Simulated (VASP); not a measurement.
CaO (d3):

```
Ca O
1.0
     0.00000    2.45350    2.45350
     2.45350    0.00000    2.45350
     2.45350    2.45350    0.00000
Ca O
1 1
Direct
  0.00000 0.00000 0.00000
  0.50000 0.50000 0.50000
```

| Property | Result |
| --- | --- |
| Program | VASP 6.6.1 |
| Task | relaxation of cell and atoms |
| Functional | PBE |
| Dispersion | D3(BJ) |
| Potentials or basis | VASP PAW PBE potentials, release 64 (Ca_sv, O) |
| Cutoff | 600 eV |
| k mesh | 8 × 8 × 8 |
| Occupations | gaussian, width 0.02 eV |
| Spin | no spin polarisation |

At the start: pressure -6.9 GPa; volume 14.77 Å³/atom.

Task: How do energy, volume and symmetry change on relaxing?

Result: Over 3 steps the energy falls by 23.8 meV/atom and the volume is 13.74 Å³/atom (-7.0 %); space group Fm-3m (No. 225, to 0.05 Å).

The path:
| step | energy change (eV) | largest force (eV/Å) | pressure (GPa) | volume (Å³) |
| --- | --- | --- | --- | --- |
| 1 | 0.0000 | 0.0000 | -6.94 | 29.54 |
| 2 | -0.0430 | 0.0000 | 2.57 | 26.89 |
| 3 | -0.0476 | 0.0000 | 0.01 | 27.48 |

Final structure:
```
Ca O
1.0
     0.00000    2.39500    2.39500
     2.39500    0.00000    2.39500
     2.39500    2.39500    0.00000
Ca O
1 1
Direct
  0.00000 0.00000 0.00000
  0.50000 0.50000 0.50000
```
